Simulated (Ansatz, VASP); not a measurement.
**Rh: VASP beside Ansatz**

```xyz
2
Lattice="2.7035 0.0000 0.0000 -1.3518 2.3413 0.0000 0.0000 0.0000 4.3569" Properties=species:S:1:pos:R:3 pbc="T T T"
Rh    0.0000    1.5609    1.0892
Rh    1.3518    0.7804    3.2677
```

Alike in both runs: functional r2SCAN; k mesh 13 × 13 × 7; occupations fermi-dirac, width 0.1 eV; no spin polarisation.

Ansatz relaxed the structure, and its values are those at the end. VASP's run is a single point on that final structure, the one shown.

|  | VASP | Ansatz |
| --- | --- | --- |
| version | VASP 6.6.1 | Ansatz 0.2.0 |
| potentials or method | VASP PAW PBE potentials, release 64 (Rh_pv), cutoff 520 eV | plane waves (500 eV) with PAW, scalar-relativistic |
| valence electrons in the cell | 30 | 34 |

|  | VASP | Ansatz | Ansatz less VASP |
| --- | --- | --- | --- |
| pressure (GPa) | 1.2 | 0.0 | -1.21 |

VASP's potentials were made for PBE, not for r2SCAN. VASP's potentials hold 30 valence electrons a cell and Ansatz's 34, so a difference there can come from the potentials and not from the codes.
